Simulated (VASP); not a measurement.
# MnO (Fm-3m) in VASP: notebook, part 2 of 2

VASP 6.6.1. The steps go on from the part before.

**4. Single point, PBE, collinear spin, ferromagnetic start**

File INCAR:

```
SYSTEM = MnO
  ALGO = Normal
  EDIFF = 1E-6
  ENCUT = 520
  GGA = PE
  ISIF = 2
  ISMEAR = 0
  ISPIN = 2
  LASPH = .True.
  LCHARG = .False.
  LMAXMIX = 4
  LORBIT = 11
  LREAL = .False.
  LWAVE = .False.
  MAGMOM = 4 0
  NBANDS = 20
  NELM = 150
  PREC = Accurate
  SIGMA = 0.019000000000000003
```

File KPOINTS:

```
k-points
0
Gamma
  10 10 10
  0 0 0
```

File POSCAR:

```
MnO
1.0
    0.0000000000      2.2239077028      2.2239077028
    2.2239077028      0.0000000000      2.2239077028
    2.2239077028      2.2239077028      0.0000000000
Mn O
1 1
Direct
    0.0000000000      0.0000000000      0.0000000000
    0.5000000000      0.5000000000      0.5000000000
```

Potentials or basis: VASP PAW PBE potentials, release 64 (Mn_pv, O).

The run is started by

```
$ cat potpaw_PBE.64/Mn_pv/POTCAR potpaw_PBE.64/O/POTCAR > POTCAR
$ mpirun -np 1 vasp_std > vasp.out
```

OUTCAR:

```text
SYSTEM = MnO
   EDIFF = 1E-6
   ENCUT = 520
   GGA = PE
   ISIF = 2
   ISMEAR = 0
   ISPIN = 2
   LASPH = .True.
   LORBIT = 11
   LREAL = .False.
   NELM = 150
   PREC = Accurate

 ion  position               nearest neighbor table
   1  0.000  0.000  0.000-   2 2.22   2 2.22   2 2.22   2 2.22   2 2.22   2 2.22
   2  0.500  0.500  0.500-   1 2.22   1 2.22   1 2.22   1 2.22   1 2.22   1 2.22

  LATTYP: Found a face centered cubic cell.
 ALAT       =     4.4478154056

  Lattice vectors:

 A1 = (   0.0000000000,   2.2239077028,   2.2239077028)
 A2 = (   2.2239077028,   0.0000000000,   2.2239077028)
 A3 = (   2.2239077028,   2.2239077028,   0.0000000000)

Analysis of symmetry for initial positions (statically):
=====================================================================
 Subroutine PRICEL returns:
 Original cell was already a primitive cell.

 Routine SETGRP: Setting up the symmetry group for a
 face centered cubic supercell.

 Subroutine GETGRP returns: Found 48 space group operations
[... 751 lines left out ...]
      6       4.1845      1.00000
[... 541 lines left out ...]
     19      33.2298      0.00000
     20      35.0054      0.00000

 [... further k-points ...]

------------------------ aborting loop because EDIFF is reached ----------------------------------------

  FORCE on cell =-STRESS in cart. coord.  units (eV):
  Direction    XX          YY          ZZ          XY          YZ          ZX
  --------------------------------------------------------------------------------------
  -------------------------------------------------------------------------------------
  Total        0.0516528      0.0516528      0.0516528      0.0000000      0.0000000     -0.0000000
  in kB        3.7620496      3.7620496      3.7620496      0.0000000      0.0000000     -0.0000000
  external PRESSURE =       3.7620496 kB  Pullay stress =       0.0000000 kB

 VOLUME and BASIS-vectors are now :
 -----------------------------------------------------------------------------
  energy-cutoff  :      520.00
  volume of cell :       22.00
      direct lattice vectors                 reciprocal lattice vectors
     0.000000000  2.223907703  2.223907703    -0.224829474  0.224829474  0.224829474
     2.223907703  0.000000000  2.223907703     0.224829474 -0.224829474  0.224829474
     2.223907703  2.223907703  0.000000000     0.224829474  0.224829474 -0.224829474

 POSITION                                       TOTAL-FORCE (eV/Angst)
 -----------------------------------------------------------------------------------
      0.00000      0.00000      0.00000         0.000000      0.000000     -0.000000
      2.22391      2.22391      2.22391        -0.000000     -0.000000      0.000000
 -----------------------------------------------------------------------------------
    total drift:                                0.000000     -0.000000     -0.000000

  FREE ENERGIE OF THE ION-ELECTRON SYSTEM (eV)
  ---------------------------------------------------
  free  energy   TOTEN  =       -16.4025977605 eV

  energy  without entropy=      -16.4022983812  energy(sigma->0) =      -16.40244807

 total charge

# of ion       s       p       d       tot
------------------------------------------
    1        0.202   6.176   4.974  11.353
    2        1.561   3.416   0.000   4.977
--------------------------------------------------
tot          1.763   9.592   4.974  16.329

 magnetization (x)

# of ion       s       p       d       tot
------------------------------------------
    1        0.034   0.026   4.295   4.355
    2        0.030   0.176   0.000   0.206
--------------------------------------------------
tot          0.064   0.202   4.295   4.561
```

OSZICAR:

```text
N       E                     dE             d eps       ncg     rms          rms(c)
DAV:   1     0.171227902095E+03    0.17123E+03   -0.10431E+04  3792   0.112E+03
DAV:   2    -0.101275315101E+02   -0.18136E+03   -0.16871E+03  3876   0.329E+02
DAV:   3    -0.186560202052E+02   -0.85285E+01   -0.84226E+01  4256   0.767E+01
DAV:   4    -0.187199657730E+02   -0.63946E-01   -0.63931E-01  4280   0.686E+00
DAV:   5    -0.187205334929E+02   -0.56772E-03   -0.56771E-03  4232   0.646E-01    0.137E+01
DAV:   6    -0.167245199171E+02    0.19960E+01   -0.97469E+00  5116   0.345E+01    0.133E+01
DAV:   7    -0.164102115727E+02    0.31431E+00   -0.12957E+00  4308   0.164E+01    0.805E+00
DAV:   8    -0.164127237155E+02   -0.25121E-02   -0.11426E-01  4112   0.260E+00    0.469E+00
DAV:   9    -0.164015869237E+02    0.11137E-01   -0.42521E-02  3900   0.208E+00    0.975E-01
DAV:  10    -0.164017731976E+02   -0.18627E-03   -0.71610E-03  4056   0.911E-01    0.399E-01
DAV:  11    -0.164024193766E+02   -0.64618E-03   -0.11122E-03  4256   0.351E-01    0.175E-01
DAV:  12    -0.164025728444E+02   -0.15347E-03   -0.11395E-04  4464   0.132E-01    0.554E-02
DAV:  13    -0.164025926517E+02   -0.19807E-04   -0.21566E-05  4248   0.414E-02    0.203E-02
DAV:  14    -0.164025980965E+02   -0.54448E-05   -0.57838E-06  4128   0.171E-02    0.732E-03
DAV:  15    -0.164025977605E+02    0.33601E-06   -0.46031E-07  2320   0.584E-03
   1 F= -.16402598E+02 E0= -.16402448E+02  d E =-.299379E-03  mag=     4.8020
```

stdout:

```text
POSCAR found type information on POSCAR MnO
 POSCAR found :  2 types and       2 ions
 scaLAPACK will be used
 LDA part: xc-table for (Slater+PW92), standard interpolation
 POSCAR, INCAR and KPOINTS ok, starting setup
 FFT: planning ... GRIDC
 FFT: planning ... GRID_SOFT
 FFT: planning ... GRID
 WAVECAR not read
 entering main loop
```

Run time: 52 s. Hardware: 1 thread of Intel Xeon 8259CL, shared host; peak memory 0.17 GiB.

What came out:

* Free energy: -16.4026 eV
* Pressure: 0.4 GPa
* Net moment: 4.80 μB per cell
* Site moments: Mn +4.36; O +0.21 μB
* Valence electrons inside the program's atomic spheres: Mn 11.35; O 4.98

Levels at points of the mesh, in eV from the Fermi level:
Spin up:
```tsv
k point	band 8	band 9	band 10	band 11	band 12	band 13	band 14	band 15	band 16	band 17
(0.00, 0.00, 0.00)	-3.20	-3.20	-3.20	-2.68	-2.68	-0.51	13.98	16.34	16.34	16.34
(0.50, 0.00, 0.00)	-2.31	-2.31	-1.87	0.22	0.22	3.49	7.74	11.88	11.88	18.46
(0.50, 0.50, 0.00)	-4.20	-2.25	-2.04	-2.04	-1.91	5.02	7.83	10.41	13.65	13.65
```
Spin down:
```csv
k point,band 3,band 4,band 5,band 6,band 7,band 8,band 9,band 10,band 11,band 12
"(0.00, 0.00, 0.00)",-45.67,-19.79,-3.33,-3.33,-3.33,0.78,0.78,0.78,0.82,1.41
"(0.50, 0.00, 0.00)",-45.68,-18.83,-7.33,-4.81,-4.81,1.96,2.01,2.01,3.67,3.67
"(0.50, 0.50, 0.00)",-45.70,-18.86,-6.38,-4.30,-4.30,-0.79,1.99,2.19,2.44,2.44
```

Caveat: a cell with one magnetic atom can't hold antiferromagnetic order, which such compounds often take; semilocal functionals often make such compounds metallic where correlation or magnetic order opens a gap, which also shifts bond lengths.

**5. Single point, PBE, collinear spin, ferromagnetic start**

File INCAR:

```
SYSTEM = MnO
PREC = Accurate
ENCUT = 520
EDIFF = 1E-7
ISMEAR = 0
SIGMA = 0.022
LREAL = .FALSE.
LASPH = .TRUE.
NELM = 150
ALGO = Normal
ISIF = 2
LWAVE = .FALSE.
LCHARG = .FALSE.
ISPIN = 2
MAGMOM = 4 0
LORBIT = 11
LMAXMIX = 4
GGA = PE
NBANDS = 20
```

File KPOINTS:

```
Automatic mesh
0
G
  10 10 10
  0 0 0
```

POSCAR is that of step 4.

Potentials or basis: VASP PAW PBE potentials, release 64 (Mn_pv, O).

The run is started by

```
$ cat potpaw_PBE.64/Mn_pv/POTCAR potpaw_PBE.64/O/POTCAR > POTCAR
$ mpirun -np 1 vasp_std > vasp.out
```

OUTCAR:

```text
SYSTEM = MnO
   PREC = Accurate
   ENCUT = 520
   EDIFF = 1E-7
   ISMEAR = 0
   LREAL = .FALSE.
   LASPH = .TRUE.
   NELM = 150
   ISIF = 2
   ISPIN = 2
   LORBIT = 11
   GGA = PE

 ion  position               nearest neighbor table
   1  0.000  0.000  0.000-   2 2.22   2 2.22   2 2.22   2 2.22   2 2.22   2 2.22
   2  0.500  0.500  0.500-   1 2.22   1 2.22   1 2.22   1 2.22   1 2.22   1 2.22

  LATTYP: Found a face centered cubic cell.
 ALAT       =     4.4478154056

  Lattice vectors:

 A1 = (   0.0000000000,   2.2239077028,   2.2239077028)
 A2 = (   2.2239077028,   0.0000000000,   2.2239077028)
 A3 = (   2.2239077028,   2.2239077028,   0.0000000000)

Analysis of symmetry for initial positions (statically):
=====================================================================
 Subroutine PRICEL returns:
 Original cell was already a primitive cell.

 Routine SETGRP: Setting up the symmetry group for a
 face centered cubic supercell.

 Subroutine GETGRP returns: Found 48 space group operations
 (whereof 48 operations were pure point group operations)
[... 1293 lines left out ...]
     20      35.0054      0.00000

 [... further k-points ...]

------------------------ aborting loop because EDIFF is reached ----------------------------------------

  FORCE on cell =-STRESS in cart. coord.  units (eV):
  Direction    XX          YY          ZZ          XY          YZ          ZX
  --------------------------------------------------------------------------------------
  -------------------------------------------------------------------------------------
  Total        0.0554186      0.0554186      0.0554186     -0.0000000      0.0000000      0.0000000
  in kB        4.0363203      4.0363203      4.0363203     -0.0000000      0.0000000      0.0000000
  external PRESSURE =       4.0363203 kB  Pullay stress =       0.0000000 kB

 VOLUME and BASIS-vectors are now :
 -----------------------------------------------------------------------------
  energy-cutoff  :      520.00
  volume of cell :       22.00
      direct lattice vectors                 reciprocal lattice vectors
     0.000000000  2.223907703  2.223907703    -0.224829474  0.224829474  0.224829474
     2.223907703  0.000000000  2.223907703     0.224829474 -0.224829474  0.224829474
     2.223907703  2.223907703  0.000000000     0.224829474  0.224829474 -0.224829474

 POSITION                                       TOTAL-FORCE (eV/Angst)
 -----------------------------------------------------------------------------------
      0.00000      0.00000      0.00000         0.000000      0.000000     -0.000000
      2.22391      2.22391      2.22391        -0.000000     -0.000000      0.000000
 -----------------------------------------------------------------------------------
    total drift:                                0.000000     -0.000000     -0.000000

  FREE ENERGIE OF THE ION-ELECTRON SYSTEM (eV)
  ---------------------------------------------------
  free  energy   TOTEN  =       -16.4026463738 eV

  energy  without entropy=      -16.4022796380  energy(sigma->0) =      -16.40246301

 total charge

# of ion       s       p       d       tot
------------------------------------------
    1        0.202   6.176   4.974  11.353
    2        1.561   3.416   0.000   4.977
--------------------------------------------------
tot          1.763   9.592   4.974  16.329

 magnetization (x)

# of ion       s       p       d       tot
------------------------------------------
    1        0.034   0.026   4.295   4.355
    2        0.030   0.176   0.000   0.206
--------------------------------------------------
tot          0.064   0.202   4.295   4.561
```

OSZICAR:

```text
N       E                     dE             d eps       ncg     rms          rms(c)
DAV:   1     0.171227871998E+03    0.17123E+03   -0.10431E+04  3792   0.112E+03
DAV:   2    -0.101275922787E+02   -0.18136E+03   -0.16870E+03  3876   0.329E+02
DAV:   3    -0.186560625970E+02   -0.85285E+01   -0.84224E+01  4256   0.767E+01
DAV:   4    -0.187200077322E+02   -0.63945E-01   -0.63930E-01  4280   0.686E+00
DAV:   5    -0.187205754465E+02   -0.56771E-03   -0.56771E-03  4232   0.646E-01    0.137E+01
DAV:   6    -0.167246124964E+02    0.19960E+01   -0.97468E+00  5116   0.345E+01    0.133E+01
DAV:   7    -0.164103164219E+02    0.31430E+00   -0.12957E+00  4308   0.164E+01    0.805E+00
DAV:   8    -0.164127766324E+02   -0.24602E-02   -0.11427E-01  4112   0.260E+00    0.469E+00
DAV:   9    -0.164016412554E+02    0.11135E-01   -0.42456E-02  3900   0.208E+00    0.973E-01
DAV:  10    -0.164018254332E+02   -0.18418E-03   -0.71441E-03  4056   0.910E-01    0.398E-01
DAV:  11    -0.164024686153E+02   -0.64318E-03   -0.11096E-03  4252   0.351E-01    0.174E-01
DAV:  12    -0.164026215487E+02   -0.15293E-03   -0.11332E-04  4472   0.132E-01    0.553E-02
DAV:  13    -0.164026413303E+02   -0.19782E-04   -0.21550E-05  4244   0.414E-02    0.202E-02
DAV:  14    -0.164026467480E+02   -0.54177E-05   -0.57482E-06  4132   0.170E-02    0.730E-03
DAV:  15    -0.164026464148E+02    0.33321E-06   -0.47664E-07  4348   0.583E-03    0.232E-03
DAV:  16    -0.164026463738E+02    0.40981E-07   -0.44477E-08  2328   0.180E-03
   1 F= -.16402646E+02 E0= -.16402463E+02  d E =-.366736E-03  mag=     4.8020
```

stdout:

```text
POSCAR found type information on POSCAR MnO
 POSCAR found :  2 types and       2 ions
 scaLAPACK will be used
 LDA part: xc-table for (Slater+PW92), standard interpolation
 POSCAR, INCAR and KPOINTS ok, starting setup
 FFT: planning ... GRIDC
 FFT: planning ... GRID_SOFT
 FFT: planning ... GRID
 WAVECAR not read
 entering main loop
```

Run time: 61 s. Hardware: 1 thread of Intel Xeon 8259CL, shared host; peak memory 0.17 GiB.

Results:

```
Free energy                                           : -16.4026 eV
Pressure                                              : 0.4 GPa
Net moment                                            : 4.80 μB per cell
Site moments                                          : Mn +4.36; O +0.21 μB
Valence electrons inside the program's atomic spheres : Mn 11.35; O 4.98
```

Levels at points of the mesh, in eV from the Fermi level:
Spin up:
```
           k point  band 9  band 10  band 11  band 12  band 13  band 14  band 15  band 16
(0.00, 0.00, 0.00)   -3.20    -3.20    -2.67    -2.67    -0.51    13.98    16.34    16.34
(0.50, 0.00, 0.00)   -2.31    -1.87     0.22     0.22     3.49     7.74    11.88    11.88
(0.50, 0.50, 0.00)   -2.25    -2.04    -2.04    -1.91     5.02     7.83    10.41    13.65
```
Spin down:
| k point | band 3 | band 4 | band 5 | band 6 | band 7 | band 8 | band 9 | band 10 | band 11 | band 12 |
| --- | --- | --- | --- | --- | --- | --- | --- | --- | --- | --- |
| (0.00, 0.00, 0.00) | -45.67 | -19.79 | -3.32 | -3.32 | -3.32 | 0.78 | 0.78 | 0.78 | 0.82 | 1.41 |
| (0.50, 0.00, 0.00) | -45.68 | -18.83 | -7.33 | -4.81 | -4.81 | 1.96 | 2.01 | 2.01 | 3.67 | 3.67 |
| (0.50, 0.50, 0.00) | -45.70 | -18.86 | -6.38 | -4.30 | -4.30 | -0.79 | 1.99 | 2.19 | 2.44 | 2.44 |

Caveat: a cell with one magnetic atom can't hold antiferromagnetic order, which such compounds often take; semilocal functionals often make such compounds metallic where correlation or magnetic order opens a gap, which also shifts bond lengths.

**6. Single point, PBE, collinear spin, ferromagnetic start**

File INCAR:

```
SYSTEM = MnO
ALGO = Normal
EDIFF = 1E-6
ENCUT = 520
GGA = PE
ISIF = 2
ISMEAR = 0
ISPIN = 2
LASPH = .True.
LCHARG = .True.
LELF = .True.
LMAXMIX = 4
LORBIT = 11
LREAL = .False.
LVHAR = .True.
LWAVE = .False.
MAGMOM = 4 0
NBANDS = 20
NELM = 150
PREC = Accurate
SIGMA = 0.023
```

File KPOINTS:

```
k-points
0
Gamma
  10 10 10
  0 0 0
```

POSCAR is that of step 5.

Potentials or basis: VASP PAW PBE potentials, release 64 (Mn_pv, O).

The run is started by

```
$ cat potpaw_PBE.64/Mn_pv/POTCAR potpaw_PBE.64/O/POTCAR > POTCAR
$ mpirun -np 1 vasp_std > vasp.out
```

It took 50 s on 1 thread of Intel Xeon 8259CL, shared host; peak memory 0.17 GiB.

Results (log left out):

```yaml
Free_energy: -16.4027 eV
Pressure: 0.4 GPa
Net_moment: 4.80 μB per cell
Site_moments: Mn +4.36; O +0.21 μB
Valence_electrons_inside_the_program's_atomic_spheres: Mn 11.35; O 4.98
```

Levels at points of the mesh, in eV from the Fermi level:
Spin up:
| k point | band 10 | band 11 | band 12 | band 13 | band 14 | band 15 |
| --- | --- | --- | --- | --- | --- | --- |
| (0.00, 0.00, 0.00) | -3.20 | -2.67 | -2.67 | -0.51 | 13.98 | 16.34 |
| (0.50, 0.00, 0.00) | -1.87 | 0.22 | 0.22 | 3.49 | 7.74 | 11.88 |
| (0.50, 0.50, 0.00) | -2.04 | -2.04 | -1.91 | 5.02 | 7.83 | 10.41 |
Spin down:
```
           k point  band 4  band 5  band 6  band 7  band 8  band 9  band 10  band 11
(0.00, 0.00, 0.00)  -19.79   -3.32   -3.32   -3.32    0.78    0.78     0.78     0.82
(0.50, 0.00, 0.00)  -18.83   -7.33   -4.81   -4.81    1.96    2.01     2.01     3.67
(0.50, 0.50, 0.00)  -18.86   -6.38   -4.30   -4.30   -0.79    1.99     2.19     2.44
```

Caveat: a cell with one magnetic atom can't hold antiferromagnetic order, which such compounds often take; semilocal functionals often make such compounds metallic where correlation or magnetic order opens a gap, which also shifts bond lengths. With open d or f shells a metallic result of PBE can be an artefact of self-interaction; +U or a hybrid may open a gap.

**7. Overview**

```csv
smearing,gap on the mesh (eV),pressure (GPa),moment (μB)
gaussian 0.016 eV,none,0.4,4.80
gaussian 0.017 eV,none,0.4,4.80
gaussian 0.019 eV,none,0.4,4.80
gaussian 0.022 eV,none,0.4,4.80
gaussian 0.023 eV,none,0.4,4.80
```

Alike in all rows: task single point; level PBE; potentials or basis VASP PAW PBE potentials, release 64 (Mn_pv, O); spin collinear, ferromagnetic start; cell as given; k mesh 10 × 10 × 10; cutoff (eV) 520.

Caveats: a cell with one magnetic atom can't hold antiferromagnetic order, which such compounds often take; semilocal functionals often make such compounds metallic where correlation or magnetic order opens a gap, which also shifts bond lengths.

Total energies depend on the potentials used, so only differences within one code and one set of settings carry meaning.
